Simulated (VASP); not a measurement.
# LiMn8O8 (a cell with a defect) in VASP: notebook, part 2 of 2

VASP 6.6.1. Earlier steps stand in the parts before.

### Step 3. Single point, r2SCAN+D3(BJ), collinear spin, ferromagnetic start

The input, POSCAR:

```
LiMn8O8
1.0
    0.0000000000      4.4169000000      4.4169000000
    4.4169000000      0.0000000000      4.4169000000
    4.4169000000      4.4169000000      0.0000000000
Mn O Li
8 8 1
Direct
   -0.0185537368      0.0552310444     -0.0658719917
   -0.0047091852      0.0751432000      0.4798840816
    0.0227421948      0.5251760284     -0.0591251783
    0.0039960153      0.4792161924      0.5060902443
    0.4876044284     -0.0081278725      0.0176820847
    0.4818424687      0.0131879825      0.5169575947
    0.5051959519      0.5032262447     -0.0061808055
    0.5021847902      0.5203876022      0.4840725396
    0.2532771854      0.2492472096      0.2362969503
    0.2547940864      0.2647784645      0.7474925853
    0.2565260703      0.7333763499      0.2861848808
    0.2007856189      0.7955466504      0.7283275601
    0.7682424325      0.2507754307      0.2539903552
    0.6757001517      0.3062781589      0.7590844257
    0.7420249496      0.8277864566      0.2244673866
    0.7703706219      0.7522583713      0.7520319681
    0.9069143517      0.8676786887      0.4160723584
```

The input, INCAR.step1:

```
SYSTEM = LiMn8O8
PREC = Accurate
ENCUT = 520
ISMEAR = -1
SIGMA = 0.05
LREAL = Auto
LASPH = .True.
NELM = 150
ISPIN = 2
MAGMOM = 4.04 4.04 4.2 4.04 4.2 4.04 4.2 4.2 0.28 0.28 0.23 0.28 0.23 0.28 0.23 0.23 0
LMAXMIX = 4
NBANDS = 96
GGA = PE
ALGO = Normal
EDIFF = 1E-4
LWAVE = .True.
LCHARG = .False.
```

The input, INCAR.step2:

```
SYSTEM = LiMn8O8
PREC = Accurate
ENCUT = 520
EDIFF = 1E-7
ISMEAR = -1
SIGMA = 0.05
LREAL = Auto
LASPH = .True.
NELM = 150
ALGO = Normal
ISIF = 2
LWAVE = .False.
LCHARG = .True.
ISPIN = 2
MAGMOM = 4.04 4.04 4.2 4.04 4.2 4.04 4.2 4.2 0.28 0.28 0.23 0.28 0.23 0.28 0.23 0.23 0
LORBIT = 11
LMAXMIX = 4
METAGGA = R2SCAN
LMIXTAU = .True.
IVDW = 12
VDW_S6 = 1.0
VDW_S8 = 0.78981345
VDW_A1 = 0.49484001
VDW_A2 = 5.73083694
LELF = .True.
LVHAR = .True.
NBANDS = 96
ISTART = 1
```

The input, KPOINTS:

```
regular mesh
0
Gamma
  2 2 2
  0 0 0
```

Potentials or basis: VASP PAW PBE potentials, release 64 (Mn_pv, O, Li_sv).

Run with:

```
> cat potpaw_PBE.64/Mn_pv/POTCAR potpaw_PBE.64/O/POTCAR potpaw_PBE.64/Li_sv/POTCAR > POTCAR
> cp INCAR.step1 INCAR
> mpirun -np 1 vasp_std > vasp.out
> cp INCAR.step2 INCAR
> mpirun -np 1 vasp_std > vasp.out
```

OUTCAR:

```text
SYSTEM = LiMn8O8
   PREC = Accurate
   ENCUT = 520
   EDIFF = 1E-7
   ISMEAR = -1
   LREAL = Auto
   LASPH = .True.
   NELM = 150
   ISIF = 2
   ISPIN = 2
   LORBIT = 11
   METAGGA = R2SCAN
   IVDW = 12
   ISTART = 1
 IVDW          = 12

 ion  position               nearest neighbor table
   1  0.981  0.055  0.934-  12 2.06  15 2.09  14 2.16  10 2.17  13 2.33  17 2.50   4 2.66   2 2.74
                             6 2.89   7 2.90   5 3.06   3 3.09   3 3.17
   2  0.995  0.075  0.480-  17 1.90   9 1.93  13 2.03  12 2.04  14 2.29  11 2.41  16 2.44   4 2.64
                             1 2.74   8 2.94   6 2.98   5 3.01   3 3.12
   3  0.023  0.525  0.941-  16 1.96  12 2.00  10 2.02   9 2.33  13 2.36   8 2.93   4 2.93   1 3.09
                             2 3.12   7 3.12   5 3.14   7 3.15   5 3.15   1 3.17
   4  0.004  0.479  0.506-  17 2.02  10 2.18   9 2.21  11 2.25  14 2.27  16 2.30  15 2.45   2 2.64
                             1 2.66   3 2.93   6 2.95   8 3.08   7 3.08   7 3.17
   5  0.488  0.992  0.018-  15 2.08   9 2.11  11 2.17  10 2.23  16 2.24  14 2.25   8 2.93   2 3.01
                             1 3.06   7 3.07   6 3.08   3 3.14   3 3.15   6 3.17
   6  0.482  0.013  0.517-  10 2.13  15 2.14  17 2.18  12 2.22   9 2.26  16 2.32  13 2.32   1 2.89
                             4 2.95   2 2.98   5 3.08   7 3.09   8 3.12   8 3.13   7 3.17   5 3.17
   7  0.505  0.503  0.994-  14 1.93   9 2.24  16 2.27  13 2.31  11 2.32  12 2.52   1 2.90   5 3.07
[... 1726 lines left out ...]
      direct lattice vectors                 reciprocal lattice vectors
     0.000000000  4.416900000  4.416900000    -0.113201567  0.113201567  0.113201567
     4.416900000  0.000000000  4.416900000     0.113201567 -0.113201567  0.113201567
     4.416900000  4.416900000  0.000000000     0.113201567  0.113201567 -0.113201567

 POSITION                                       TOTAL-FORCE (eV/Angst)
 -----------------------------------------------------------------------------------
      4.36990      8.46090      4.57890         0.183189      0.790512     -0.276641
      2.45150      6.51570      4.72800         2.368923      1.634670      1.328808
      6.47540      4.25620      2.42010         1.302926      1.867022     -0.993783
      4.35200      2.25300      2.13430        -1.932456     -0.039899     -1.009584
      4.45910      2.23180      6.53470        -0.048968     -0.435377      0.310009
      2.34160      4.41160      2.18650         0.337182     -1.308191     -0.555781
[... 9 lines left out ...]
      6.64430      6.72430      6.72530         0.622008     -1.760843     -0.252278
      5.67020      5.84350      7.83820        -1.707653     -2.044927      0.361399
 -----------------------------------------------------------------------------------
    total drift:                                0.073888      0.010256     -0.087374

  FREE ENERGIE OF THE ION-ELECTRON SYSTEM (eV)
  ---------------------------------------------------
  free  energy   TOTEN  =      -194.5827183094 eV

  energy  without entropy=     -194.5593636312  energy(sigma->0) =     -194.57104097

 total charge

# of ion       s       p       d       tot
------------------------------------------
    1        0.236   6.205   5.059  11.500
    2        0.273   6.238   5.160  11.671
    3        0.239   6.220   5.030  11.489
    4        0.217   6.175   5.136  11.528
    5        0.216   6.189   5.006  11.411
    6        0.221   6.180   5.032  11.432
[... 9 lines left out ...]
   16        1.564   3.510   0.000   5.074
   17        2.067   0.106   0.000   2.173
--------------------------------------------------
tot         16.443  77.626  40.430 134.499

 magnetization (x)

# of ion       s       p       d       tot
------------------------------------------
    1        0.033   0.029   4.234   4.295
    2        0.028   0.021   3.267   3.316
    3        0.030   0.035   4.343   4.408
    4        0.024   0.020   4.187   4.230
    5        0.028   0.026   4.423   4.477
    6        0.036   0.025   4.345   4.406
[... 9 lines left out ...]
   16        0.030   0.170   0.000   0.200
   17        0.006   0.021   0.000   0.027
--------------------------------------------------
tot          0.505   1.593  33.390  35.488
```

OUTCAR.step1:

```text
SYSTEM = LiMn8O8
   PREC = Accurate
   ENCUT = 520
   ISMEAR = -1
   LREAL = Auto
   LASPH = .True.
   NELM = 150
[... 1752 lines left out ...]
      2.34160      4.41160      2.18650         0.428176     -1.099706     -0.554360
[... 9 lines left out ...]
      6.64430      6.72430      6.72530         0.609761     -1.234446     -0.658414
      5.67020      5.84350      7.83820        -1.659815     -1.995686      0.214741
 -----------------------------------------------------------------------------------
    total drift:                                0.021104      0.002482     -0.001721

  FREE ENERGIE OF THE ION-ELECTRON SYSTEM (eV)
  ---------------------------------------------------
  free  energy   TOTEN  =      -129.2288738625 eV

  energy  without entropy=     -129.1522480903  energy(sigma->0) =     -129.19056098
```

OSZICAR.step1:

```text
N       E                     dE             d eps       ncg     rms          rms(c)
DAV:   1     0.235023405058E+04    0.23502E+04   -0.83059E+04  3072   0.207E+03
DAV:   2     0.223089450126E+03   -0.21271E+04   -0.20064E+04  3096   0.622E+02
DAV:   3    -0.118828735108E+03   -0.34192E+03   -0.32012E+03  3752   0.228E+02
[... 15 lines left out ...]
DAV:  19    -0.129227699171E+03   -0.11592E-02   -0.24588E-02  4376   0.777E-01    0.800E-01
DAV:  20    -0.129228164206E+03   -0.46503E-03   -0.16594E-02  4400   0.466E-01    0.538E-01
DAV:  21    -0.129228510202E+03   -0.34600E-03   -0.13310E-02  4440   0.515E-01    0.424E-01
DAV:  22    -0.129228732488E+03   -0.22229E-03   -0.71476E-03  4136   0.368E-01    0.231E-01
DAV:  23    -0.129228811273E+03   -0.78785E-04   -0.15522E-03  3440   0.215E-01    0.129E-01
DAV:  24    -0.129228873862E+03   -0.62589E-04   -0.81693E-04  2200   0.910E-02
   1 F= -.12922887E+03 E0= -.12919056E+03  d E =-.766258E-01  mag=    34.7162
```

Run time: 1.9 h. Hardware: 1 thread of AMD EPYC 7R13, shared host; peak memory 0.56 GiB.

Results:

```
Free energy                                           : -194.5827 eV
Largest force                                         : 3.170 eV/Å
Net moment                                            : 37.00 μB per cell
Site moments                                          : Mn +4.29, +3.32, +4.41, +4.23, +4.48, +4.34, +4.38 (each value once); O +0.17, +0.24, +0.19, +0.18, +0.23, +0.22, +0.20 (each value once); Li +0.03 μB
Valence electrons inside the program's atomic spheres : Mn 11.50, 11.67, 11.49, 11.53, 11.41, 11.43, 11.40, 11.46; O 5.05, 5.07, 5.06, 5.03, 5.08 (each value once); Li 2.17
Dispersion energy per atom                            : -0.102 eV
```

Forces in eV/Å, atoms in the order of the input:
```
Mn   0.183  0.791 -0.277
Mn   2.369  1.635  1.329
Mn   1.303  1.867 -0.994
Mn  -1.932 -0.040 -1.010
Mn  -0.049 -0.435  0.310
Mn   0.337 -1.308 -0.556
Mn   1.692 -0.198 -0.526
Mn   0.052  0.429  0.227
O    0.543 -0.504  0.542
O   -0.936  0.115 -0.530
O   -0.794 -1.244  0.235
O   -0.278  0.318  1.217
O   -0.138  0.534  0.135
O   -1.139  0.397  0.465
O   -0.126  1.450 -0.676
O    0.622 -1.761 -0.252
Li  -1.708 -2.045  0.361
```

Caveat: the k points lie up to 0.62 Å⁻¹ apart; the highest band is partly filled, so the run has too few bands; atoms lie so close that the PAW spheres overlap strongly, which falsifies energies and pressures; the PAW data sets were made with another functional, which shifts forces and pressure a little; only a ferromagnetic start was run, and an antiferromagnetic order may lie lower in energy.
